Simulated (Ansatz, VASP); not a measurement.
# NbAl3: VASP beside Ansatz

INCAR

```
SYSTEM = NbAl3
ALGO = Normal ; EDIFF = 1E-8
ENCUT = 520 ; ISIF = 2
ISMEAR = -1 ; LASPH = .TRUE.
LCHARG = .FALSE. ; LEFG = .TRUE.
LREAL = .FALSE. ; LWAVE = .FALSE.
NBANDS = 19 ; NELM = 100
PREC = Accurate ; SIGMA = 0.05
```

File KPOINTS:

```
k-points
0
G
  12 12 12
  0 0 0
```

Contents of POSCAR:

```
NbAl3
1.0
   -1.9169829227      1.9169829227      4.2924503537
    1.9169829227     -1.9169829227      4.2924503537
    1.9169829227      1.9169829227     -4.2924503537
Al Nb
3 1
Direct
    0.5000000000      0.5000000000      0.0000000000
    0.7500000000      0.2500000000      0.5000000000
    0.2500000000      0.7500000000      0.5000000000
    0.0000000000      0.0000000000      0.0000000000
```

Input for Ansatz:

```yaml
crystal:
  lattice:
    - [-1.9169829227, 1.9169829227, 4.2924503537]
    - [1.9169829227, -1.9169829227, 4.2924503537]
    - [1.9169829227, 1.9169829227, -4.2924503537]
  atoms:
    - { symbol: Al, position: [0.5, 0.5, 0.0] }
    - { symbol: Al, position: [0.75, 0.25, 0.5] }
    - { symbol: Al, position: [0.25, 0.75, 0.5] }
    - { symbol: Nb, position: [0.0, 0.0, 0.0] }
kpoints:
  mp_grid: { grid: [12, 12, 12] }
  band_path:
    path:
      - [0.0, 0.0, 0.0]
      - [0.0, 0.0, 0.5]
      - [0.25, 0.25, 0.25]
      - [0.0, 0.5, 0.0]
      - [0.0, 0.0, 0.0]
      - [0.5, 0.5, -0.5]
      - [0.2998615684, 0.7001384316, -0.2998615684]
      - [-0.2998615684, 0.2998615684, 0.2998615684]
      - [0.0, 0.0, 0.0]
    npoints: 14
scf:
  occupations: { method: fermi_dirac, width: 0.05 }
hamiltonian:
  xc: lda
  pseudopotentials: { kind: paw }
output:
  forces: true
  stress: true
  eigenvalues: true
  efg: { contact_densities: true }
  populations: true
  bader: true
  dos: { projected: true, de: 0.2, e_range: [-14, 8] }
  write_density: true
  write_potential: true
  elf: true
  volumetric_format: npy
```

Alike in both runs: task electric field gradients; functional LDA; k mesh 12 × 12 × 12; occupations fermi-dirac, width 0.05 eV; no spin polarisation.

|  | VASP | Ansatz |
| --- | --- | --- |
| version | VASP 6.6.1 | Ansatz 0.2.0 |
| potentials or method | VASP PAW LDA potentials, release 64 (Al, Nb_sv) | PAW with Ansatz's default frozen-core files, scalar-relativistic |
| plane-wave cutoff (eV) | 520 | 420 |
| valence electrons in the cell | 22 | 22 |

VASP gave:

- pressure (GPa): -3.9
- traceless stress, the component that is largest in VASP (GPa): 0.48
- size of Vzz on the site where it differs most (V/Å²): 93.2

Q: What did Ansatz give for the same quantities?

A: Pressure (GPa): -4.0; traceless stress, the component that is largest in VASP (GPa): 0.48; size of Vzz on the site where it differs most (V/Å²): 95.9.

LDA's correlation is that of Perdew and Zunger in VASP and of Perdew and Wang (1992) in Ansatz.
